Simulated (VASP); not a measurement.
# Sb (Pm-3m) in VASP: settings compared

Aim: see how the results for Sb move with the level of theory and the settings. Levels: PBE, PBEsol, PBE0. Tasks: single point, relaxation of cell and atoms.

Program: VASP 6.6.1. These are calculated values, not measurements. Logs are shortened: lines on timing, memory, paths and dates and some standing lists are left out, and cuts for length are marked.

## 1. The cell of the first run

The structure is cubic, space group Pm-3m (No. 221). Conventional cell: a = 3.160 Å, b = 3.160 Å, c = 3.160 Å, α = 90.00°, β = 90.00°, γ = 90.00°. Within 4.2 Å of Sb (site symmetry m-3m) lie 6 Sb at 3.16 Å.

## 2. Single point, PBE, non-collinear spin, zero start, spin-orbit coupling

Input file INCAR:

```
ALGO     = Normal         # electronic algorithm
EDIFF    = 1E-6           # SCF threshold, eV
ENCUT    = 520            # plane-wave cutoff, eV
GGA      = PE             # functional
GGA_COMPAT= False        
ISIF     = 2              # what is computed and relaxed
ISMEAR   = 0              # smearing method
LASPH    = True           # aspherical terms in the spheres
LCHARG   = False          # write CHGCAR
LORBIT   = 11             # projections on sites
LORBMOM  = True         
LREAL    = False          # projectors in reciprocal space
LSORBIT  = True           # spin-orbit coupling
LWAVE    = False          # write WAVECAR
MAGMOM   = 0 0 0          # initial moments
NBANDS   = 16             # bands
NELM     = 150            # most SCF steps
PREC     = Accurate       # precision mode
SIGMA    = 0.05           # smearing width, eV
```

Input file KPOINTS:

```
k-points
0
Gamma
  14 14 14
```

Input file POSCAR:

```
Sb
1.0
    3.1600000000      0.0000000000      0.0000000000
    0.0000000000      3.1600000000      0.0000000000
    0.0000000000      0.0000000000      3.1600000000
Sb
1
Direct
    0.0000000000      0.0000000000      0.0000000000
```

Potentials or basis: VASP PAW PBE potentials, release 64 (Sb).

Command:

```bash
$ cat potpaw_PBE.64/Sb/POTCAR > POTCAR
$ mpirun -np 1 vasp_ncl > vasp.out
```

OUTCAR:

```text
EDIFF = 1E-6
   ENCUT = 520
   GGA = PE
   ISIF = 2
   ISMEAR = 0
   LASPH = True
   LORBIT = 11
   LREAL = False
   LSORBIT = True
   NELM = 150
   PREC = Accurate

 ion  position               nearest neighbor table
   1  0.000  0.000  0.000-

  LATTYP: Found a simple cubic cell.
 ALAT       =     3.1600000000

  Lattice vectors:

 A1 = (   3.1600000000,   0.0000000000,   0.0000000000)
 A2 = (   0.0000000000,   3.1600000000,   0.0000000000)
 A3 = (   0.0000000000,   0.0000000000,   3.1600000000)

Analysis of symmetry for initial positions (statically):
=====================================================================
 Subroutine PRICEL returns:
 Original cell was already a primitive cell.

 Routine SETGRP: Setting up the symmetry group for a
 simple cubic supercell.

 Subroutine GETGRP returns: Found 48 space group operations
 (whereof 48 operations were pure point group operations)
 out of a pool of 48 trial point group operations.

The static configuration has the point symmetry O_h .

Analysis of symmetry for dynamics (positions and initial velocities):
=====================================================================
 Subroutine PRICEL returns:
 Original cell was already a primitive cell.

 Routine SETGRP: Setting up the symmetry group for a
 simple cubic supercell.

 Subroutine GETGRP returns: Found 48 space group operations
 (whereof 48 operations were pure point group operations)
 out of a pool of 48 trial point group operations.

The dynamic configuration has the point symmetry O_h .

Analysis of structural, dynamic, and magnetic symmetry:
=====================================================================
 Subroutine PRICEL returns:
 Original cell was already a primitive cell.

 Routine SETGRP: Setting up the symmetry group for a
 simple cubic supercell.

 Subroutine GETGRP returns: Found 48 space group operations
 (whereof 48 operations were pure point group operations)
 out of a pool of 48 trial point group operations.

The overall configuration has the point symmetry O_h .

 Subroutine INISYM returns: Found 48 space group operations
 (whereof 48 operations are pure point group operations),
 and found     1 'primitive' translations

----------------------------------------------------------------------------------------

                                     Primitive cell

  volume of cell :      31.5545

  direct lattice vectors                    reciprocal lattice vectors
     3.160000000  0.000000000  0.000000000     0.316455696  0.000000000  0.000000000
     0.000000000  3.160000000  0.000000000     0.000000000  0.316455696  0.000000000
     0.000000000  0.000000000  3.160000000     0.000000000  0.000000000  0.316455696

  length of vectors
     3.160000000  3.160000000  3.160000000     0.316455696  0.316455696  0.316455696

  position of ions in fractional coordinates (direct lattice)
     0.000000000  0.000000000  0.000000000

  ion indices of the primitive-cell ions
   primitive index   ion index
                 1           1

----------------------------------------------------------------------------------------

 KPOINTS: k-points

Automatic generation of k-mesh.
 Grid dimensions read from file:
 generate k-points for:   14   14   14

 Generating k-lattice:

  Cartesian coordinates                     Fractional coordinates (reciprocal lattice)
     0.022603978  0.000000000  0.000000000     0.071428571  0.000000000  0.000000000
     0.000000000  0.022603978  0.000000000     0.000000000  0.071428571  0.000000000
     0.000000000  0.000000000  0.022603978     0.000000000  0.000000000  0.071428571

  Length of vectors
     0.022603978  0.022603978  0.022603978

  Shift w.r.t. Gamma in fractional coordinates (k-lattice)
     0.000000000  0.000000000  0.000000000

 Subroutine IBZKPT returns following result:
 ===========================================

 Found    120 irreducible k-points:

 Following reciprocal coordinates:
            Coordinates               Weight
  0.000000  0.000000  0.000000      1.000000
  0.071429  0.000000  0.000000      6.000000
  0.142857  0.000000  0.000000      6.000000
  0.214286  0.000000  0.000000      6.000000
  0.285714  0.000000  0.000000      6.000000
  0.357143  0.000000  0.000000      6.000000
[... 16 lines left out ...]
  0.285714  0.214286  0.000000     24.000000
  0.357143  0.214286  0.000000     24.000000
 [... further k-points ...]
   k-points           NKPTS =    120   k-points in BZ     NKDIM =    120   number of bands    NBANDS=     16
   number of dos      NEDOS =    301   number of ions     NIONS =      1
   total plane-waves  NPLWV =  13824
   dimension x,y,z NGX =    24 NGY =   24 NGZ =   24
   dimension x,y,z NGXF=    48 NGYF=   48 NGZF=   48
   ions per type =               1
   NGX,Y,Z   is equivalent  to a cutoff of  12.63, 12.63, 12.63 a.u.
   NGXF,Y,Z  is equivalent  to a cutoff of  25.25, 25.25, 25.25 a.u.
 SYSTEM =  unknown system
   PREC   = accura    normal or accurate (medium, high low for compatibility)
   ISTART =      0    job   : 0-new  1-cont  2-samecut
   ICHARG =      2    charge: 1-file 2-atom 10-const
   ISPIN  =      1    spin polarized calculation?
   LNONCOLLINEAR =      T non collinear calculations
   LSORBIT =      T    spin-orbit coupling
   LASPH  =      T    aspherical Exc in radial PAW
   ENCUT  =  520.0 eV  38.22 Ry    6.18 a.u.   5.88  5.88  5.88*2*pi/ulx,y,z
   NELM   =    150;   NELMIN=  2; NELMDL= -5     # of ELM steps
   EDIFF  = 0.1E-05   stopping-criterion for ELM
   LREAL  =      F    real-space projection
   EDIFFG = 0.1E-04   stopping-criterion for IOM
   NSW    =      0    number of steps for IOM
   IBRION =     -1    ionic relax: 0-MD 1-quasi-New 2-CG
   NFREE  =      0    steps in history (QN), initial steepest desc. (CG)
   ISIF   =      2    stress and relaxation
   ISYM   =      2    0-nonsym 1-usesym 2-fastsym
   POTIM  = 0.5000    time-step for ionic-motion
   TEBEG  =    0.0;   TEEND  =   0.0 temperature during run
   PSTRESS=    0.0 pullay stress
   NELECT =       5.0000    total number of electrons
   NUPDOWN=      -1.0000    fix difference up-down
   EMIN   =  10.00;   EMAX   =-10.00  energy-range for DOS
   EFERMI =   0.00;   METHOD = LEGACY
   ISMEAR =     0;   SIGMA  =   0.05  broadening in eV -4-tet -1-fermi 0-gaus
   EFERMI_NEDOS =   21; number of points for ismear=-14 and -15
   IALGO  =     38    algorithm
   IMIX   =      4    mixing-type and parameters
     AMIX     =   0.40;   BMIX     =  1.00
     AMIX_MAG =   1.60;   BMIX_MAG =  1.00
  volume/ion in A,a.u.               =      31.55       212.94
  Fermi-wavevector in a.u.,A,eV,Ry     =   0.885886  1.674081 10.677766  0.784794
  Thomas-Fermi vector in A             =   2.006979
   LORBIT       =     11    0 simple, 1 ext, 2 COOP (PROOUT), +10 PAW based schemes
   GGA     = PE    functional components
   LHFCALC =     F    Hartree Fock is set to
   AEXX    =    0.0000 exact exchange contribution
   IVDW    =     0    specifies the selected vdW correction
   LEPSILON=     F    determine dielectric tensor
   LRPA    =     F    only Hartree local field effects (RPA)
 Gauss-broadening in eV      SIGMA  =   0.05
  energy-cutoff  :      520.00
  volume of cell :       31.55
 maximum number of plane-waves:      1752
 NGX is ok and might be reduce to    24
   NGX = 11   NGY = 11   NGZ = 11

 number of electron       5.0000001 magnetization       0.0000000      0.0000000     -0.0000000

 number of electron       5.0000001 magnetization       0.0000000      0.0000000      0.0000000

 number of electron       5.0000001 magnetization      -0.0000000     -0.0000000     -0.0000000

 Free energy of the ion-electron system (eV)
  ---------------------------------------------------
  ext. energy  EPLUGINS =         0.00000000
  ---------------------------------------------------
  free energy    TOTEN  =        -4.15296460 eV

  energy without entropy =       -4.15209238  energy(sigma->0) =       -4.15252849

 E-fermi :   6.3976     XC(G=0):  -9.3791

 val. band max:        6.3969722317   @ k =   0.5000   0.4286   0.3571
 cond. band min:       6.3977408280   @ k =   0.5000   0.2857   0.2143
 fundamental gap:      0.0007685962
 Fermi energy:         6.3976364816

 k-point     1 :       0.0000    0.0000    0.0000
  band No.  band energies     occupation
      1      -5.5098      1.00000
      2      -5.5098      1.00000
      3       8.9785      0.00000
      4       8.9785      0.00000
      5       9.8618      0.00000
      6       9.8618      0.00000
[... 8 lines left out ...]
     15      23.5519      0.00000
     16      23.5519      0.00000

 k-point     2 :       0.0714    0.0000    0.0000
  band No.  band energies     occupation
      1      -5.4401      1.00000
      2      -5.4401      1.00000
      3       8.5140      0.00000
      4       8.5140      0.00000
      5       9.5077      0.00000
      6       9.5077      0.00000
[... 8 lines left out ...]
     15      22.8928      0.00000
     16      22.8929      0.00000

 k-point     3 :       0.1429    0.0000    0.0000
  band No.  band energies     occupation
      1      -5.2335      1.00000
      2      -5.2335      1.00000
      3       7.0225      0.00000
      4       7.0225      0.00000
      5       9.5693      0.00000
      6       9.5693      0.00000
[... 8 lines left out ...]
     15      21.7349      0.00000
     16      21.7350      0.00000
[... 362 lines left out ...]
 k-point    23 :       0.2857    0.2143    0.0000
  band No.  band energies     occupation
      1      -3.8391      1.00000
      2      -3.8391      1.00000
      3       4.4166      1.00000
      4       4.4166      1.00000
      5       6.4279      0.19571
      6       6.4279      0.19571
[... 8 lines left out ...]
     15      19.9990      0.00000
     16      19.9990      0.00000

 k-point    24 :       0.3571    0.2143    0.0000
  band No.  band energies     occupation
      1      -3.3300      1.00000
      2      -3.3300      1.00000
      3       3.1227      1.00000
      4       3.1227      1.00000
      5       6.8660      0.00000
      6       6.8660      0.00000
[... 8 lines left out ...]
     15      19.2850      0.00000
     16      19.2850      0.00000

 [... further k-points ...]
[... 5 lines left out ...]
  --------------------------------------------------------------------------------------
  -------------------------------------------------------------------------------------
  Total       -0.4291627     -0.4291627     -0.4291627     -0.0000000     -0.0000000     -0.0000000
  in kB      -21.7907053    -21.7907053    -21.7907053     -0.0000000     -0.0000000     -0.0000000
  external PRESSURE =     -21.7907053 kB  Pullay stress =       0.0000000 kB

 VOLUME and BASIS-vectors are now :
 -----------------------------------------------------------------------------
  energy-cutoff  :      520.00
  volume of cell :       31.55
      direct lattice vectors                 reciprocal lattice vectors
     3.160000000  0.000000000  0.000000000     0.316455696  0.000000000  0.000000000
     0.000000000  3.160000000  0.000000000     0.000000000  0.316455696  0.000000000
     0.000000000  0.000000000  3.160000000     0.000000000  0.000000000  0.316455696

 POSITION                                       TOTAL-FORCE (eV/Angst)
 -----------------------------------------------------------------------------------
      0.00000      0.00000      0.00000         0.000000      0.000000      0.000000
 -----------------------------------------------------------------------------------
    total drift:                                0.000000      0.000000     -0.000000

  FREE ENERGIE OF THE ION-ELECTRON SYSTEM (eV)
  ---------------------------------------------------
  free  energy   TOTEN  =        -4.1529645999 eV

  energy  without entropy=       -4.1520923756  energy(sigma->0) =       -4.15252849

 orbital moment (x)

 # of ion     p       d       tot
 ----------------------------------------
  1        -0.000   0.000  -0.000
 ----------------------------------------
           -0.000   0.000  -0.000

 orbital moment (y)

 # of ion     p       d       tot
 ----------------------------------------
  1         0.000   0.000   0.000
 ----------------------------------------
            0.000   0.000   0.000

 orbital moment (z)

 # of ion     p       d       tot
 ----------------------------------------
  1         0.000   0.000   0.000
 ----------------------------------------
            0.000   0.000   0.000

 Spin-Orbit-Coupling matrix elements

 Ion:    1  E_soc:     -0.1400261
 l=   1
     0.0000000    -0.0232501    -0.0232501
    -0.0232501     0.0000000    -0.0232501
    -0.0232501    -0.0232501     0.0000000
 l=   2
     0.0000000    -0.0000122     0.0000000    -0.0000122    -0.0000754
    -0.0000122     0.0000000    -0.0000566    -0.0000122    -0.0000189
     0.0000000    -0.0000566     0.0000000    -0.0000566     0.0000000
    -0.0000122    -0.0000122    -0.0000566     0.0000000    -0.0000189
    -0.0000754    -0.0000189     0.0000000    -0.0000189     0.0000000
 l=   3
     0.0000000     0.0000000     0.0000000     0.0000000     0.0000000     0.0000000     0.0000000
     0.0000000     0.0000000     0.0000000     0.0000000     0.0000000     0.0000000     0.0000000
     0.0000000     0.0000000     0.0000000     0.0000000     0.0000000     0.0000000     0.0000000
     0.0000000     0.0000000     0.0000000     0.0000000     0.0000000     0.0000000     0.0000000
     0.0000000     0.0000000     0.0000000     0.0000000     0.0000000     0.0000000     0.0000000
     0.0000000     0.0000000     0.0000000     0.0000000     0.0000000     0.0000000     0.0000000
     0.0000000     0.0000000     0.0000000     0.0000000     0.0000000     0.0000000     0.0000000

 total charge

# of ion       s       p       d       tot
------------------------------------------
    1        1.218   1.099   0.030   2.347

 magnetization (x)

# of ion       s       p       d       tot
------------------------------------------
    1        0.000  -0.000   0.000   0.000

 magnetization (y)

# of ion       s       p       d       tot
------------------------------------------
    1        0.000  -0.000   0.000  -0.000

 magnetization (z)

# of ion       s       p       d       tot
------------------------------------------
    1        0.000  -0.000   0.000   0.000
```

It took 1.8 min on 1 thread of Intel Xeon 8259CL, shared host; peak memory 0.25 GiB.

Results:

```yaml
Free_energy: -4.1530 eV
Pressure: -2.2 GPa
Net_moment: 0.00 μB per cell
Valence_electrons_inside_the_program's_atomic_spheres: Sb 2.35
```

Moments on the atoms (μB; x, y, z):
```
Sb  0.00 0.00 0.00
```

## 3. Single point, PBEsol (volume scaled by 0.96)

Input file INCAR:

```
ALGO = Normal
EDIFF = 1E-6
ENCUT = 520
GGA = PS
ISIF = 2
ISMEAR = -1
LASPH = T
LCHARG = F
LREAL = F
LWAVE = F
NBANDS = 8
NELM = 80
PREC = Accurate
SIGMA = 0.05
```

Input file KPOINTS:

```
k-points
0
Gamma
  9 9 9
```

Input file POSCAR:

```
Sb
1.0
    3.0547796888      0.0000000000      0.0000000000
    0.0000000000      3.0547796888      0.0000000000
    0.0000000000      0.0000000000      3.0547796888
Sb
1
Direct
    0.0000000000      0.0000000000      0.0000000000
```

Potentials or basis: VASP PAW PBE potentials, release 64 (Sb).

Command:

```bash
$ cat potpaw_PBE.64/Sb/POTCAR > POTCAR
$ mpirun -np 1 vasp_std > vasp.out
```

Run time: 6.6 s. Hardware: 1 thread of AMD EPYC 7R43 (Zen 3), shared host; peak memory 0.1 GiB.

Results (log left out):

```
Free energy : -4.5384 eV
Pressure    : 0.1 GPa
```

Levels at points of the mesh, in eV from the Fermi level:
```tsv
k point	band 1	band 2	band 3	band 4	band 5	band 6	band 7
(0.00, 0.00, 0.00)	-12.90	3.23	3.23	3.23	6.85	6.85	8.28
```

Caveat: the PAW data sets were made with another functional, which shifts forces and pressure a little; spin-orbit coupling is left out, which moves the levels of the heavy elements.

[end of part 1 of 2]
